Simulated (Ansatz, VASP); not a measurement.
# Two plane-wave programs on CO2

File INCAR:

```
SYSTEM = CO2
PREC = Accurate ; ENCUT = 520
EDIFF = 1E-6 ; ISMEAR = 0
SIGMA = 0.01 ; LREAL = .False.
LASPH = .True. ; NELM = 100
ALGO = Normal ; ISIF = 2
LWAVE = .False. ; LCHARG = .True.
GGA = PE ; LELF = .True.
LVHAR = .True. ; NBANDS = 25
```

File KPOINTS:

```
regular mesh
0
Gamma
  6 6 4
  0 0 0
```

File POSCAR:

```
CO2
1.0
    2.6429049853     -2.3798751837      0.0000000000
    2.6429049853      2.3798751837      0.0000000000
    0.0000000000      0.0000000000      6.4270279489
C O
2 4
Direct
    0.0000000000      0.0000000000      0.0000000000
    0.5000000000      0.5000000000      0.5000000000
    0.8037318635      0.1962681365      0.8928652631
    0.1962681365      0.8037318635      0.1071347369
    0.6962681365      0.3037318635      0.3928652631
    0.3037318635      0.6962681365      0.6071347369
```

Input for Ansatz:

```yaml
crystal:
  lattice:
    - [2.6429049853, -2.3798751837, 0.0]
    - [2.6429049853, 2.3798751837, 0.0]
    - [0.0, 0.0, 6.4270279489]
  atoms:
    - { symbol: C, position: [0.0, 0.0, 0.0] }
    - { symbol: C, position: [0.5, 0.5, 0.5] }
    - { symbol: O, position: [0.8037318635, 0.1962681365, 0.8928652631] }
    - { symbol: O, position: [0.1962681365, 0.8037318635, 0.1071347369] }
    - { symbol: O, position: [0.6962681365, 0.3037318635, 0.3928652631] }
    - { symbol: O, position: [0.3037318635, 0.6962681365, 0.6071347369] }
kpoints:
  mp_grid: { grid: [6, 6, 4] }
hamiltonian:
  xc: pbe
scf:
  occupations: { method: fixed }
  n_extra_bands: 5
output:
  forces: true
  stress: true
  eigenvalues: true
```

Alike in both runs: task single point; functional PBE; k mesh 6 × 6 × 4; no spin polarisation.

|  | VASP | Ansatz |
| --- | --- | --- |
| version | VASP 6.6.1 | Ansatz 0.2.0 |
| potentials or method | VASP PAW PBE potentials, release 64 (C, O) | plane waves, PAW |
| plane-wave cutoff (eV) | 520 | 420 |
| occupations | gaussian, width 0.01 eV | fixed |
| valence electrons in the cell | 32 | 32 |

```csv
,VASP,Ansatz,Ansatz less VASP
gap on the k mesh at the Fermi level (eV),6.68,6.70,+0.023
pressure (GPa),6.7,4.9,-1.75
"traceless stress, the component that is largest in VASP (GPa)",-4.35,-2.32,+2.023
rms of the force components (eV/Å),0.677,0.361,-0.3168
```

Atom by atom the forces differ by 0.317 eV/Å (rms over components).

Noted on VASP's run: the standard files for N, O and F lose accuracy on very short bonds.
